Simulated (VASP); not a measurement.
# ZrSi7 in VASP: a series of runs

The runs below take ZrSi7 through single point, with PBE.

All numbers are computed with VASP 6.6.1; they aren't measurements. Logs are shortened: lines on timing, memory, paths and dates and some standing lists are left out, and cuts for length are marked.

## (1) The cell of the first run

The cell holds an amorphous packing of atoms, 16 atoms: a = 6.389 Å, b = 6.560 Å, c = 6.442 Å, α = 89.98°, β = 87.19°, γ = 86.27°.

## (2) Single point, PBE

INCAR

```
SYSTEM = ZrSi7
ALGO = Normal
EDIFF = 1E-6
ENCUT = 520
GGA = PE
ISIF = 2
ISMEAR = -1
ISYM = 0
LASPH = .TRUE.
LCHARG = .FALSE.
LREAL = Auto
LWAVE = .FALSE.
NBANDS = 54
NELM = 60
PREC = Accurate
SIGMA = 0.1568
```

KPOINTS

```
Automatic mesh
0
Gamma
  1 1 1
  0.25 0.25 0.25
```

POSCAR

```
ZrSi7
1.0
    6.3834610000      0.2107420000      0.1575520000
    0.2107420000      6.5561630000     -0.0013120000
    0.1575520000     -0.0013120000      6.4400080000
Si Zr
14 2
Direct
    0.6623917533      0.2831027800      0.7619924207
    0.9629132293      0.3861088473      0.0516756609
    1.0392924765      0.8510599639      0.3783698689
   -0.0370897383     -0.0262529582      0.7156716449
    0.3440852510      0.8056096953      0.6026608415
    0.4859759506      0.4948004452      0.5304232068
    0.3078025622      0.3352504894      0.9480044030
    0.9442132971      0.2925508859      0.4944303071
    0.7448772365      0.5932572658      0.8706204177
    0.1055577858      0.5892925476      0.6215363881
    0.2708107980      0.1362240557      0.4103070902
    0.5549504783      0.6821181084      0.2499068916
    0.1849343133      0.5356255057      0.2793822569
    0.6322143430     -0.0346907840      0.4776531103
    0.7284170698      1.0284107054      0.0840593224
    0.2172099074      0.9154173831      0.0349290206
```

Potentials or basis: VASP PAW PBE potentials, release 64 (Si, Zr_sv).

Launch:

```
> cat potpaw_PBE.64/Si/POTCAR potpaw_PBE.64/Zr_sv/POTCAR > POTCAR
> mpirun -np 1 vasp_std > vasp.out
```

OUTCAR:

```text
SYSTEM = ZrSi7
   EDIFF = 1E-6
   ENCUT = 520
   GGA = PE
   ISIF = 2
   ISMEAR = -1
   ISYM = 0
   LASPH = .TRUE.
   LREAL = Auto
   NELM = 60
   PREC = Accurate

 ion  position               nearest neighbor table
   1  0.662  0.283  0.762-   9 2.25   6 2.32   8 2.43   7 2.51  15 2.70   4 2.71  14 2.80   2 2.85

   2  0.963  0.386  0.052-   9 2.25   7 2.27  13 2.35   1 2.85  15 2.87   8 2.92  16 3.39
   3  0.039  0.851  0.378-  13 2.29   4 2.34  10 2.36  11 2.47   5 2.48  16 2.49  14 2.71  15 2.99
                             8 3.01
   4  0.963  0.974  0.716-   3 2.34   8 2.53  14 2.67   5 2.67  10 2.68  16 2.69   1 2.71  15 2.75
                            11 2.96   9 3.08
   5  0.344  0.806  0.603-  10 2.15   6 2.22  14 2.29   3 2.48  11 2.53   4 2.67  12 2.68  16 2.94
                            13 2.99
   6  0.486  0.495  0.530-   5 2.22  12 2.23   1 2.32  10 2.51  13 2.57   9 2.91  11 2.92   7 3.08
                             8 3.13
   7  0.308  0.335  0.948-   2 2.27   1 2.51  13 2.57  16 2.90  10 2.98   6 3.08  15 3.40
   8  0.944  0.293  0.494-  11 2.30  10 2.42   1 2.43   4 2.53  13 2.63   2 2.92   3 3.01  14 3.03
                             6 3.13
   9  0.745  0.593  0.871-   2 2.25   1 2.25  12 2.72  10 2.74   6 2.91   4 3.08  15 3.16
  10  0.106  0.589  0.622-   5 2.15  13 2.26   3 2.36   8 2.42   6 2.51   4 2.68   9 2.74   7 2.98
[... 8 lines left out ...]
  15  0.728  0.028  0.084-  14 2.62   1 2.70   4 2.75  12 2.78   2 2.87   3 2.99   9 3.16  16 3.16
                             7 3.40  16 3.43
  16  0.217  0.915  0.035-   3 2.49   4 2.69  11 2.87   7 2.90   5 2.94  13 2.96  12 2.96  15 3.16
                             2 3.39  15 3.43

IMPORTANT INFORMATION: All symmetrisations will be switched off!
NOSYMM: (Re-)initialisation of all symmetry stuff for point group C_1.

----------------------------------------------------------------------------------------

                                     Primitive cell

  volume of cell :     269.0720

  direct lattice vectors                    reciprocal lattice vectors
     6.383461000  0.210742000  0.157552000     0.156916149 -0.005044698 -0.003839913
     0.210742000  6.556163000 -0.001312000    -0.005044698  0.152690428  0.000154523
     0.157552000 -0.001312000  6.440008000    -0.003839913  0.000154523  0.155373284

  length of vectors
     6.388881683  6.559549313  6.441935066     0.157044171  0.152773818  0.155420803

  position of ions in fractional coordinates (direct lattice)
     0.662391753  0.283102780  0.761992421
     0.962913229  0.386108847  0.051675661
     0.039292477  0.851059964  0.378369869
     0.962910262  0.973747042  0.715671645
     0.344085251  0.805609695  0.602660841
     0.485975951  0.494800445  0.530423207
[... 8 lines left out ...]
     0.728417070  0.028410705  0.084059322
     0.217209907  0.915417383  0.034929021

  ion indices of the primitive-cell ions
[... 76 lines left out ...]
   NELECT =      80.0000    total number of electrons
   NUPDOWN=      -1.0000    fix difference up-down
   EMIN   =  10.00;   EMAX   =-10.00  energy-range for DOS
   EFERMI =   0.00;   METHOD = LEGACY
   ISMEAR =    -1;   SIGMA  =   0.16  broadening in eV -4-tet -1-fermi 0-gaus
   EFERMI_NEDOS =   21; number of points for ismear=-14 and -15
   IALGO  =     38    algorithm
   IMIX   =      4    mixing-type and parameters
     AMIX     =   0.40;   BMIX     =  1.00
     AMIX_MAG =   1.60;   BMIX_MAG =  1.00
  volume/ion in A,a.u.               =      16.82       113.49
  Fermi-wavevector in a.u.,A,eV,Ry     =   1.092652  2.064814 16.243848  1.193889
  Thomas-Fermi vector in A             =   2.228922
   LORBIT       =      0    0 simple, 1 ext, 2 COOP (PROOUT), +10 PAW based schemes
   GGA     = PE    functional components
   LHFCALC =     F    Hartree Fock is set to
   AEXX    =    0.0000 exact exchange contribution
   IVDW    =     0    specifies the selected vdW correction
   LEPSILON=     F    determine dielectric tensor
   LRPA    =     F    only Hartree local field effects (RPA)
 non-spin polarized calculation
  energy-cutoff  :      520.00
  volume of cell :      269.07
 maximum number of plane-waves:      7248
 NGX is ok and might be reduce to    48
   NGX = 23   NGY = 25   NGZ = 23

 number of electron      80.0000001 magnetization

 Free energy of the ion-electron system (eV)
  ---------------------------------------------------
  ext. energy  EPLUGINS =         0.00000000
  ---------------------------------------------------
  free energy    TOTEN  =       -87.10058923 eV

  energy without entropy =      -86.60106783  energy(sigma->0) =      -86.85082853

 E-fermi :   8.6414     XC(G=0): -10.6513

 val. band max:        8.4997913277   @ k =   0.2500   0.2500   0.2500
 cond. band min:       8.8598787459   @ k =   0.2500   0.2500   0.2500
 fundamental gap:      0.3600874182
 Fermi energy:         8.6414188537

 k-point     1 :       0.2500    0.2500    0.2500
  band No.  band energies     occupation
      1     -40.4112      2.00000
      2     -40.3384      2.00000
      3     -18.6112      2.00000
      4     -18.5321      2.00000
      5     -18.4948      2.00000
      6     -18.4752      2.00000
[... 44 lines left out ...]
     51      11.1112      0.00000
     52      11.4726      0.00000
 [bands above 52 left out]

------------------------ aborting loop because EDIFF is reached ----------------------------------------

  FORCE on cell =-STRESS in cart. coord.  units (eV):
  Direction    XX          YY          ZZ          XY          YZ          ZX
  --------------------------------------------------------------------------------------
  -------------------------------------------------------------------------------------
  Total       17.4909564      9.3423803     17.1712342      8.6939604      6.3793307     -0.3086254
  in kB      104.1491307     55.6287926    102.2453587     51.7678047     37.9854441     -1.8376963
  external PRESSURE =      87.3410940 kB  Pullay stress =       0.0000000 kB

 VOLUME and BASIS-vectors are now :
 -----------------------------------------------------------------------------
  energy-cutoff  :      520.00
  volume of cell :      269.07
      direct lattice vectors                 reciprocal lattice vectors
     6.383461000  0.210742000  0.157552000     0.156916149 -0.005044698 -0.003839913
     0.210742000  6.556163000 -0.001312000    -0.005044698  0.152690428  0.000154523
     0.157552000 -0.001312000  6.440008000    -0.003839913  0.000154523  0.155373284

 POSITION                                       TOTAL-FORCE (eV/Angst)
 -----------------------------------------------------------------------------------
      4.40807      1.99466      5.01123        -0.478597     -1.119240     -0.580599
      6.23623      2.73425      0.48399        -0.860300     -0.727651      1.638092
      0.48979      5.58747      2.44178        -2.743292      1.006214     -0.313854
      6.46467      6.58603      4.75936        -0.943149      0.010423      0.316115
      2.46118      5.35343      3.93430         1.862317      3.622464      2.011145
      3.29005      3.34571      3.49185        -0.177442     -3.194673      0.167079
[... 8 lines left out ...]
      4.66905      0.33966      0.65607        -0.512659     -0.579414     -0.144285
      1.58497      6.04736      0.25796         1.864829      0.664332     -1.460594
 -----------------------------------------------------------------------------------
    total drift:                               -0.004253     -0.009183      0.006944

  FREE ENERGIE OF THE ION-ELECTRON SYSTEM (eV)
  ---------------------------------------------------
  free  energy   TOTEN  =       -87.1005892268 eV

  energy  without entropy=      -86.6010678269  energy(sigma->0) =      -86.85082853
```

Run time: 26 s. Hardware: 1 thread of Intel Xeon Platinum 8488C (Sapphire Rapids), shared host; peak memory 0.31 GiB.

Results:

```
Free energy            : -87.1006 eV
Pressure               : 8.7 GPa
Largest force          : 4.740 eV/Å
Band gap on the k mesh : 0.36 eV
```

Forces in eV/Å, atoms in the order of the input:
```
Si  -0.479 -1.119 -0.581
Si  -0.860 -0.728  1.638
Si  -2.743  1.006 -0.314
Si  -0.943  0.010  0.316
Si   1.862  3.622  2.011
Si  -0.177 -3.195  0.167
Si   0.920 -0.146  0.060
Si  -0.926  0.677 -1.481
Si   0.134  2.687  0.669
Si  -2.475 -3.243  2.414
Si   1.335  0.644 -0.291
Si   0.724  0.100 -1.707
Si   0.831 -1.386 -2.227
Si   1.444  0.984  0.931
Zr  -0.513 -0.579 -0.144
Zr   1.865  0.664 -1.461
```

Levels at points of the mesh, in eV from the valence-band top:
```tsv
k point	band 36	band 37	band 38	band 39	band 40	band 41	band 42	band 43	band 44	band 45
(0.25, 0.25, 0.25)	-1.09	-0.98	-0.67	-0.56	0.00	0.36	0.49	0.91	1.12	1.18
```

Caveat: the k points lie up to 0.99 Å⁻¹ apart.

## (3) Single point, PBE

INCAR

```
SYSTEM = ZrSi7
PREC = Accurate
ENCUT = 520
EDIFF = 1E-6
ISMEAR = -1
SIGMA = 0.1568
LREAL = Auto
LASPH = .True.
NELM = 100
ALGO = Normal
ISIF = 2
LWAVE = .False.
LCHARG = .False.
GGA = PE
ISYM = 0
NBANDS = 54
```

KPOINTS is that of step 2.

POSCAR

```
ZrSi7
1.0
    6.3834610000      0.2107420000      0.1575520000
    0.2107420000      6.5561630000     -0.0013120000
    0.1575520000     -0.0013120000      6.4400080000
Si Zr
14 2
Direct
    0.6914746070      0.3654411396      0.7114477578
    0.9451618604      0.3101963656      0.0131367595
    0.9075766529      0.8746636467      0.3269489792
   -0.0088284253      0.0966558627      0.6784075033
    0.3154607795      0.8138952522      0.6126326790
    0.3310330447      0.4668879946      0.5734459707
    0.2976645993      0.3103400464      0.8699410798
    0.8372542534      0.2890345828      0.3715497141
    0.5513549316      0.6754808904      0.9081262257
   -0.0691770748      0.6392712605      0.8163644689
    0.2667882362      0.1506404338      0.4060401198
    0.6214802296      0.6574390949      0.2727554231
    0.0947299295      0.5664591169      0.2773462866
    0.6352543239     -0.0192436752      0.5785788097
    0.6417089198      1.0772085408      0.0631096691
    0.1972504811      0.8949238740      0.0539263200
```

Potentials or basis: VASP PAW PBE potentials, release 64 (Si, Zr_sv).

Launch:

```
> cat potpaw_PBE.64/Si/POTCAR potpaw_PBE.64/Zr_sv/POTCAR > POTCAR
> mpirun -np 1 vasp_std > vasp.out
```

Wall time 24 s (1 thread of Intel Xeon Platinum 8488C (Sapphire Rapids), shared host); peak memory 0.31 GiB.

The run converged. Its results:

| Quantity | Value |
| --- | --- |
| Free energy | -88.6435 eV |
| Pressure | 2.4 GPa |
| Largest force | 2.315 eV/Å |
| Band gap on the k mesh | 0.26 eV |

Forces in eV/Å, atoms in the order of the input:
```
Si  -0.346  0.237  0.787
Si   0.385  1.187 -0.735
Si  -1.596 -0.131  1.529
Si   0.302 -0.881  0.601
Si  -0.385  0.219 -0.287
Si   0.094  0.730 -2.166
Si   0.581 -1.222  1.878
Si  -0.060  0.960 -0.183
Si   0.507 -0.196  0.040
Si  -0.145  0.199  0.512
Si  -0.301 -0.503 -0.729
Si  -0.295  0.099 -0.202
Si   0.198 -1.822  0.459
Si   0.465 -0.020  0.398
Zr  -0.069 -0.494 -0.990
Zr   0.665  1.639 -0.912
```

Stress tensor (GPa, compression positive):
```
3.99 5.33 0.04
5.33 2.32 4.15
0.04 4.15 0.74
```

Levels at points of the mesh, in eV from the valence-band top:
| k point | band 38 | band 39 | band 40 | band 41 | band 42 | band 43 |
| --- | --- | --- | --- | --- | --- | --- |
| (0.25, 0.25, 0.25) | -0.41 | -0.25 | 0.00 | 0.26 | 0.55 | 0.93 |

Caveat: the k points lie up to 0.99 Å⁻¹ apart.
